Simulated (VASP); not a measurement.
A run of VASP 6.6.1 is set up as follows.

The input INCAR:

```
SYSTEM = InPd
PREC     = Accurate       ! precision mode
ENCUT    = 520            ! plane-wave cutoff, eV
EDIFF    = 1E-6           ! SCF threshold, eV
ISMEAR   = 1              ! smearing method
SIGMA    = 0.1            ! smearing width, eV
LREAL    = .FALSE.        ! projectors in reciprocal space
LASPH    = .TRUE.         ! aspherical terms in the spheres
NELM     = 100            ! most SCF steps
ALGO     = Normal         ! electronic algorithm
ISIF     = 2              ! what is computed and relaxed
LWAVE    = .FALSE.        ! write WAVECAR
LCHARG   = .TRUE.         ! write CHGCAR
GGA      = PS             ! functional
LELF     = .TRUE.         ! ELF
LVHAR    = .TRUE.       
NBANDS   = 18             ! bands
```

KPOINTS

```
Automatic mesh
0
G
  7 7 7
  0 0 0
```

POSCAR

```
InPd
1.0
    3.1317926137      0.0000000000      0.0000000000
    0.0000000000      3.1317926137      0.0000000000
    0.0000000000      0.0000000000      3.1317926137
In Pd
1 1
Direct
    0.0000000000      0.0000000000      0.0000000000
    0.5000000000      0.5000000000      0.5000000000
```

Potentials or basis: VASP PAW PBE potentials, release 64 (In_d, Pd).

Run with:

```bash
$ cat potpaw_PBE.64/In_d/POTCAR potpaw_PBE.64/Pd/POTCAR > POTCAR
$ mpirun -np 1 vasp_std > vasp.out
```

(1) Estimate the pressure.

Answers

(1) 20.4 GPa.

Caveat: the PAW data sets were made with another functional, which shifts forces and pressure a little.
